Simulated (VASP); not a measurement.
Set up this calculation in VASP 6.6.1, as the native input.

```yaml
Task: single point
Functional: PBE
Potentials_or_basis: VASP PAW PBE potentials, release 64 (Ru_pv)
Cutoff: 520 eV
k_mesh: 24 × 24 × 24
Occupations: gaussian, width 0.15 eV
Spin: no spin polarisation
Dipole_correction: no
Further_INCAR_settings: ALGO = Fast; EDIFF = 1e-07; NBANDS = 13
```

The structure of Ru lies in POSCAR:

```
Ru
1.0
    0.0000000000      1.7546385263      2.2810300843
    1.7546385263      0.0000000000      2.2810300843
    1.7546385263      1.7546385263      0.0000000000
Ru
1
Direct
    0.0000000000      0.0000000000      0.0000000000
```

This cell differs from its parent crystal: ratio of the length along z to the lengths across it x 1.3, volume and fractional coordinates fixed.

The input as run:

INCAR

```
SYSTEM = Ru
PREC = Accurate
ENCUT = 520
EDIFF = 1E-7
ISMEAR = 0
SIGMA = 0.15
LREAL = .False.
LASPH = .True.
NELM = 100
ALGO = Fast
ISIF = 2
LWAVE = .False.
LCHARG = .True.
GGA = PE
LELF = .True.
LVHAR = .True.
NBANDS = 13
```

KPOINTS

```
regular mesh
0
Gamma
  24 24 24
  0 0 0
```

Potentials or basis: VASP PAW PBE potentials, release 64 (Ru_pv).

The run is started by

```sh
$ cat potpaw_PBE.64/Ru_pv/POTCAR > POTCAR
$ mpirun -np 1 vasp_std > vasp.out
```

Results of the run:

```json
{
  "Pressure": "8.0 GPa",
  "Band gap on the k mesh": "zero (bands 7 and 8 overlap by 2.93 eV)"
}
```

Caveat: the cell stands under pressure.

Wall time 100 s on 1 thread of Intel(R) Xeon(R) Platinum 8488C (Sapphire Rapids), with other jobs on the host, peak memory 0.29 GiB.
